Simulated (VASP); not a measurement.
Input of a VASP 6.6.1 run:

INCAR

```
SYSTEM = TiN
ALGO     = Normal         ! electronic algorithm
EDIFF    = 1E-8           ! SCF threshold, eV
ENCUT    = 520            ! plane-wave cutoff, eV
GGA      = PS             ! functional
GGA_COMPAT= .False.      
ISIF     = 2              ! what is computed and relaxed
ISMEAR   = -1             ! smearing method
LASPH    = .True.         ! aspherical terms in the spheres
LCHARG   = .False.        ! write CHGCAR
LEFG     = .True.       
LREAL    = .False.        ! projectors in reciprocal space
LWAVE    = .False.        ! write WAVECAR
NBANDS   = 16             ! bands
NELM     = 120            ! most SCF steps
PREC     = Accurate       ! precision mode
SIGMA    = 0.05           ! smearing width, eV
```

KPOINTS

```
k-points
0
Gamma
  13 13 13
  0 0 0
```

File POSCAR:

```
TiN
1.0
    0.0000000000      2.1290498857      2.1290498857
    2.1290498857      0.0000000000      2.1290498857
    2.1290498857      2.1290498857      0.0000000000
Ti N
1 1
Direct
    0.0000000000      0.0000000000      0.0000000000
    0.5000000000      0.5000000000      0.5000000000
```

Potentials or basis: VASP PAW PBE potentials, release 64 (Ti_sv, N).

Command:

```sh
$ cat potpaw_PBE.64/Ti_sv/POTCAR potpaw_PBE.64/N/POTCAR > POTCAR
$ mpirun -np 1 vasp_std > vasp.out
```

Task: What does it give for the pressure?

Result: -10.2 GPa.

Caveat: without QUAD_EFG the Cq values of the log hold for a quadrupole moment of 1 mb, not for the nuclei; the PAW data sets were made with another functional, which shifts forces and pressure a little.
